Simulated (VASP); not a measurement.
# Ga8HN8 (a cell with a defect) in VASP: single point with PBE

Aim: the single point of Ga8HN8 (a cell with a defect) with PBE.

Everything below comes from runs of VASP 6.6.1. Logs are shortened: lines on timing, memory, paths and dates and some standing lists are left out, and cuts for length are marked.

## (1) The cell of the first run

The cell holds a defect, 17 atoms: a = 6.433 Å, b = 6.433 Å, c = 6.433 Å, α = 60.00°, β = 60.00°, γ = 60.00°.

## (2) Single point, PBE

Input file INCAR:

```
SYSTEM = Ga8HN8
PREC     = Accurate       ! precision mode
ENCUT    = 520            ! plane-wave cutoff, eV
EDIFF    = 1E-6           ! SCF threshold, eV
ISMEAR   = 0              ! smearing method
SIGMA    = 0.02           ! smearing width, eV
LREAL    = Auto         
LASPH    = .TRUE.         ! aspherical terms in the spheres
NELM     = 100            ! most SCF steps
ALGO     = Normal         ! electronic algorithm
ISIF     = 2              ! what is computed and relaxed
LWAVE    = .FALSE.        ! write WAVECAR
LCHARG   = .TRUE.         ! write CHGCAR
GGA      = PE             ! functional
LELF     = .TRUE.         ! ELF
LVHAR    = .TRUE.       
NBANDS   = 86             ! bands
NELECT   = 146.0
```

Input file KPOINTS:

```
regular mesh
0
G
  3 3 3
  0 0 0
```

Input file POSCAR:

```
Ga8HN8
1.0
    4.5484769843      0.0000000000      4.5484769843
    0.0000000000     -4.5484769843      4.5484769843
    4.5484769843     -4.5484769843      0.0000000000
Ga N H
8 8 1
Direct
   -0.0028515447      0.4993692836      0.4981988743
   -0.0028476647      0.0053076104      0.4982033516
    0.5029084066      0.4994142464      0.4982992715
    0.4944676182     -0.0033012335      0.5121829365
   -0.0028480822      0.4993247163      1.0042359525
    0.0117300660     -0.0034615655      0.9952421186
    0.4944524576      0.5136140051      0.9953879677
    0.4944652097     -0.0033920135      0.9954017063
    0.1170290671      0.6191830682      0.1313495635
    0.1170404736      0.1324732736      0.1313498874
    0.6302322206      0.6192353419      0.1313545183
    0.6236353705      0.1258533457      0.1247022277
    0.1234937222      0.6258741193      0.6247841894
    0.1170847625      0.1325050604      0.6179394646
    0.6302305554      0.6193107517      0.6180239268
    0.6302302245      0.1324685222      0.6180359413
    0.3735472732      0.8758977224      0.8746878984
```

Potentials or basis: VASP PAW PBE potentials, release 64 (Ga_d, N, H).

The run is started by

```
$ cat potpaw_PBE.64/Ga_d/POTCAR potpaw_PBE.64/N/POTCAR potpaw_PBE.64/H/POTCAR > POTCAR
$ mpirun -np 1 vasp_std > vasp.out
```

OUTCAR:

```text
SYSTEM = Ga8HN8
   PREC = Accurate
   ENCUT = 520
   EDIFF = 1E-6
   ISMEAR = 0
   LREAL = Auto
   LASPH = .TRUE.
   NELM = 100
   ISIF = 2
   GGA = PE
   NELECT = 146.0

 ion  position               nearest neighbor table
   1  0.997  0.499  0.498-   9 1.93  14 1.93  15 1.93  13 1.99
   2  0.997  0.005  0.498-  10 1.93  14 1.93  16 1.93  13 1.99
   3  0.503  0.499  0.498-  15 1.93  11 1.93  16 1.93  13 1.99
   4  0.494  0.997  0.512-  17 1.90  16 1.99  14 1.99  15 1.99  12 2.04
   5  0.997  0.499  0.004-   9 1.93  10 1.93  11 1.93  13 1.99
   6  0.012  0.997  0.995-  17 1.90  14 1.98  10 1.99   9 1.99  12 2.04
   7  0.494  0.514  0.995-  17 1.90  15 1.99  11 1.99   9 1.99  12 2.04
   8  0.494  0.997  0.995-  17 1.90  16 1.99  11 1.99  10 1.99  12 2.04
   9  0.117  0.619  0.131-   5 1.93   1 1.93   6 1.99   7 1.99
  10  0.117  0.132  0.131-   5 1.93   2 1.93   6 1.99   8 1.99
  11  0.630  0.619  0.131-   5 1.93   3 1.93   7 1.99   8 1.99
  12  0.624  0.126  0.125-   4 2.04   8 2.04   7 2.04   6 2.04
  13  0.123  0.626  0.625-   3 1.99   2 1.99   1 1.99   5 1.99
  14  0.117  0.133  0.618-   1 1.93   2 1.93   6 1.98   4 1.99
  15  0.630  0.619  0.618-   1 1.93   3 1.93   7 1.99   4 1.99
  16  0.630  0.132  0.618-   2 1.93   3 1.93   8 1.99   4 1.99
  17  0.374  0.876  0.875-   6 1.90   7 1.90   8 1.90   4 1.90

  LATTYP: Found a face centered cubic cell.
 ALAT       =     9.0969539686

  Lattice vectors:

 A1 = (   4.5484769843,   0.0000000000,   4.5484769843)
 A2 = (   0.0000000000,  -4.5484769843,   4.5484769843)
 A3 = (   4.5484769843,  -4.5484769843,   0.0000000000)

Analysis of symmetry for initial positions (statically):
=====================================================================
 Subroutine PRICEL returns:
 Original cell was already a primitive cell.

 Routine SETGRP: Setting up the symmetry group for a
 face centered cubic supercell.

 Subroutine GETGRP returns: Found  1 space group operations
 (whereof  1 operations were pure point group operations)
 out of a pool of 48 trial point group operations.

The static configuration has the point symmetry C_1 .

Analysis of symmetry for dynamics (positions and initial velocities):
=====================================================================
 Subroutine PRICEL returns:
 Original cell was already a primitive cell.

 Routine SETGRP: Setting up the symmetry group for a
 face centered cubic supercell.

 Subroutine GETGRP returns: Found  1 space group operations
 (whereof  1 operations were pure point group operations)
 out of a pool of 48 trial point group operations.

The dynamic configuration has the point symmetry C_1 .

 Subroutine INISYM returns: Found  1 space group operations
 (whereof  1 operations are pure point group operations),
 and found     1 'primitive' translations

----------------------------------------------------------------------------------------

                                     Primitive cell

  volume of cell :     188.2036

  direct lattice vectors                    reciprocal lattice vectors
     4.548476984  0.000000000  4.548476984     0.109926906  0.109926906  0.109926906
     0.000000000 -4.548476984  4.548476984    -0.109926906 -0.109926906  0.109926906
     4.548476984 -4.548476984  0.000000000     0.109926906 -0.109926906 -0.109926906

  length of vectors
     6.432517839  6.432517839  6.432517839     0.190398986  0.190398986  0.190398986

  position of ions in fractional coordinates (direct lattice)
     0.997148455  0.499369284  0.498198874
     0.997152335  0.005307610  0.498203352
     0.502908407  0.499414246  0.498299272
     0.494467618  0.996698767  0.512182936
     0.997151918  0.499324716  0.004235952
     0.011730066  0.996538435  0.995242119
[... 9 lines left out ...]
     0.630230224  0.132468522  0.618035941
     0.373547273  0.875897722  0.874687898

  ion indices of the primitive-cell ions
   primitive index   ion index
                 1           1
                 2           2
                 3           3
                 4           4
                 5           5
                 6           6
[... 9 lines left out ...]
                16          16
                17          17

----------------------------------------------------------------------------------------

 KPOINTS: regular mesh

Automatic generation of k-mesh.
 Grid dimensions read from file:
 generate k-points for:    3    3    3

 Generating k-lattice:

  Cartesian coordinates                     Fractional coordinates (reciprocal lattice)
     0.036642302  0.036642302  0.036642302     0.333333333  0.000000000  0.000000000
    -0.036642302 -0.036642302  0.036642302     0.000000000  0.333333333  0.000000000
     0.036642302 -0.036642302 -0.036642302     0.000000000  0.000000000  0.333333333

  Length of vectors
     0.063466329  0.063466329  0.063466329

  Shift w.r.t. Gamma in fractional coordinates (k-lattice)
     0.000000000  0.000000000  0.000000000

 Subroutine IBZKPT returns following result:
 ===========================================

 Found     14 irreducible k-points:

 Following reciprocal coordinates:
            Coordinates               Weight
  0.000000  0.000000  0.000000      1.000000
  0.333333  0.000000  0.000000      2.000000
  0.000000  0.333333  0.000000      2.000000
  0.000000  0.000000  0.333333      2.000000
  0.333333  0.333333  0.333333      2.000000
  0.333333  0.333333  0.000000      2.000000
  0.000000  0.333333  0.333333      2.000000
  0.333333  0.000000  0.333333      2.000000
 -0.333333  0.333333  0.000000      2.000000
  0.000000 -0.333333  0.333333      2.000000
  0.333333  0.000000 -0.333333      2.000000
  0.333333  0.333333 -0.333333      2.000000
 -0.333333  0.333333 -0.333333      2.000000
  0.333333 -0.333333 -0.333333      2.000000
   k-points           NKPTS =     14   k-points in BZ     NKDIM =     14   number of bands    NBANDS=     86
   number of dos      NEDOS =    301   number of ions     NIONS =     17
   total plane-waves  NPLWV = 110592
   dimension x,y,z NGX =    48 NGY =   48 NGZ =   48
   dimension x,y,z NGXF=    96 NGYF=   96 NGZF=   96
   ions per type =               8   8   1
   NGX,Y,Z   is equivalent  to a cutoff of  12.41, 12.41, 12.41 a.u.
   NGXF,Y,Z  is equivalent  to a cutoff of  24.81, 24.81, 24.81 a.u.
 SYSTEM =  Ga8HN8
   PREC   = accura    normal or accurate (medium, high low for compatibility)
   ISTART =      0    job   : 0-new  1-cont  2-samecut
   ICHARG =      2    charge: 1-file 2-atom 10-const
   ISPIN  =      1    spin polarized calculation?
   LNONCOLLINEAR =      F non collinear calculations
   LSORBIT =      F    spin-orbit coupling
   LASPH  =      T    aspherical Exc in radial PAW
   ENCUT  =  520.0 eV  38.22 Ry    6.18 a.u.  11.96 11.96 11.96*2*pi/ulx,y,z
   NELM   =    100;   NELMIN=  2; NELMDL= -5     # of ELM steps
   EDIFF  = 0.1E-05   stopping-criterion for ELM
   LREAL  =      T    real-space projection
   EDIFFG = 0.1E-04   stopping-criterion for IOM
   NSW    =      0    number of steps for IOM
   IBRION =     -1    ionic relax: 0-MD 1-quasi-New 2-CG
   NFREE  =      0    steps in history (QN), initial steepest desc. (CG)
   ISIF   =      2    stress and relaxation
   ISYM   =      2    0-nonsym 1-usesym 2-fastsym
   POTIM  = 0.5000    time-step for ionic-motion
   TEBEG  =    0.0;   TEEND  =   0.0 temperature during run
   PSTRESS=    0.0 pullay stress
   NELECT =     146.0000    total number of electrons
   NUPDOWN=      -1.0000    fix difference up-down
   EMIN   =  10.00;   EMAX   =-10.00  energy-range for DOS
   EFERMI =   0.00;   METHOD = LEGACY
   ISMEAR =     0;   SIGMA  =   0.02  broadening in eV -4-tet -1-fermi 0-gaus
   EFERMI_NEDOS =   21; number of points for ismear=-14 and -15
   IALGO  =     38    algorithm
   IMIX   =      4    mixing-type and parameters
     AMIX     =   0.40;   BMIX     =  1.00
     AMIX_MAG =   1.60;   BMIX_MAG =  1.00
  volume/ion in A,a.u.               =      11.07        74.71
  Fermi-wavevector in a.u.,A,eV,Ry     =   1.504238  2.842597 30.786322  2.262731
  Thomas-Fermi vector in A             =   2.615243
   LORBIT       =      0    0 simple, 1 ext, 2 COOP (PROOUT), +10 PAW based schemes
   GGA     = PE    functional components
   LHFCALC =     F    Hartree Fock is set to
   AEXX    =    0.0000 exact exchange contribution
   IVDW    =     0    specifies the selected vdW correction
   LEPSILON=     F    determine dielectric tensor
   LRPA    =     F    only Hartree local field effects (RPA)
 non-spin polarized calculation
 Gauss-broadening in eV      SIGMA  =   0.02
  energy-cutoff  :      520.00
  volume of cell :      188.20
 maximum number of plane-waves:      5066
   NGX = 23   NGY = 23   NGZ = 23

 number of electron     146.0000010 magnetization

 Free energy of the ion-electron system (eV)
  ---------------------------------------------------
  ext. energy  EPLUGINS =         0.00000000
  ---------------------------------------------------
  free energy    TOTEN  =       -91.54631618 eV

  energy without entropy =      -91.54631618  energy(sigma->0) =      -91.54631618

 E-fermi :   6.4436     XC(G=0): -11.6662

 val. band max:        6.3345519926   @ k =   0.3333   0.3333  -0.3333
 cond. band min:       6.8918119707   @ k =   0.0000   0.0000   0.0000
 fundamental gap:      0.5572599781
 Fermi energy:         6.4436286832

 k-point     1 :       0.0000    0.0000    0.0000
  band No.  band energies     occupation
      1     -10.7569      2.00000
      2      -9.9402      2.00000
      3      -9.9397      2.00000
      4      -9.9397      2.00000
      5      -9.8098      2.00000
      6      -9.7815      2.00000
[... 77 lines left out ...]
     84      12.1292      0.00000
     85      13.5977      0.00000

 k-point     2 :       0.3333    0.0000    0.0000
  band No.  band energies     occupation
      1     -10.4878      2.00000
      2     -10.0552      2.00000
      3      -9.8876      2.00000
      4      -9.8873      2.00000
      5      -9.8077      2.00000
      6      -9.8075      2.00000
[... 1045 lines left out ...]
     84      12.5526      0.00000
     85      12.6033      0.00000

 k-point    14 :       0.3333   -0.3333   -0.3333
  band No.  band energies     occupation
      1     -10.1813      2.00000
      2     -10.0883      2.00000
      3      -9.9935      2.00000
      4      -9.8771      2.00000
      5      -9.8404      2.00000
      6      -9.8099      2.00000
[... 77 lines left out ...]
     84      12.5528      0.00000
     85      12.6085      0.00000
 [bands above 85 left out]

------------------------ aborting loop because EDIFF is reached ----------------------------------------

  FORCE on cell =-STRESS in cart. coord.  units (eV):
  Direction    XX          YY          ZZ          XY          YZ          ZX
  --------------------------------------------------------------------------------------
  -------------------------------------------------------------------------------------
  Total       15.2871446     15.2931366     15.2932944     -0.0189894     -0.0084979     -0.0162186
  in kB      130.1394464    130.1904562    130.1918001     -0.1616572     -0.0723423     -0.1380692
  external PRESSURE =     130.1739009 kB  Pullay stress =       0.0000000 kB

 VOLUME and BASIS-vectors are now :
 -----------------------------------------------------------------------------
  energy-cutoff  :      520.00
  volume of cell :      188.20
      direct lattice vectors                 reciprocal lattice vectors
     4.548476984  0.000000000  4.548476984     0.109926906  0.109926906  0.109926906
     0.000000000 -4.548476984  4.548476984    -0.109926906 -0.109926906  0.109926906
     4.548476984 -4.548476984  0.000000000     0.109926906 -0.109926906 -0.109926906

 POSITION                                       TOTAL-FORCE (eV/Angst)
 -----------------------------------------------------------------------------------
      6.80155     -4.53742      6.80688        -0.012879      0.006978     -0.010165
      6.80159     -2.29021      4.55967        -0.013071     -0.010502      0.007412
      4.55397     -4.53808      4.55904         0.011765      0.014088      0.014182
      4.57873     -6.86311      6.78254         0.010583     -0.009079     -0.009637
      4.55479     -2.29043      6.80669         0.005636     -0.012722     -0.012269
      4.58019     -9.05957      4.58609         0.004755     -0.000687     -0.001182
[... 9 lines left out ...]
      5.67771     -3.41365      3.46912         0.000475     -0.002940      0.018185
      5.67757     -7.96250      5.68307         0.002234      0.000727      0.001079
 -----------------------------------------------------------------------------------
    total drift:                               -0.004855     -0.001497     -0.002082

  FREE ENERGIE OF THE ION-ELECTRON SYSTEM (eV)
  ---------------------------------------------------
  free  energy   TOTEN  =       -91.5463161791 eV

  energy  without entropy=      -91.5463161791  energy(sigma->0) =      -91.54631618
```

It used 1600 s of CPU time on 1 thread of AMD EPYC 7R13 Processor (Zen 3) (shared host).

What came out:

* Free energy: -91.5463 eV
* Largest force: 0.023 eV/Å

Forces in eV/Å, atoms in the order of the input:
```
Ga  -0.013  0.007 -0.010
Ga  -0.013 -0.011  0.007
Ga   0.012  0.014  0.014
Ga   0.011 -0.009 -0.010
Ga   0.006 -0.013 -0.012
Ga   0.005 -0.001 -0.001
Ga  -0.006 -0.007  0.002
Ga  -0.006  0.003 -0.008
N    0.000  0.001 -0.012
N   -0.001 -0.012  0.001
N    0.015  0.000  0.000
N    0.000  0.010  0.011
N    0.002  0.002  0.002
N   -0.015 -0.002 -0.001
N    0.001  0.018 -0.003
N    0.000 -0.003  0.018
H    0.002  0.001  0.001
```

Levels at points of the mesh, in eV from the Fermi level:
```
           k point  band 71  band 72  band 73  band 74  band 75  band 76
(0.00, 0.00, 0.00)    -1.33    -1.33    -1.33     0.45     1.98     1.98
```

Caveat: the cell carries a net charge on a neutralising background, which shifts energy and pressure; the cell is charged against a uniform background, so pressure and absolute levels hang on convention.
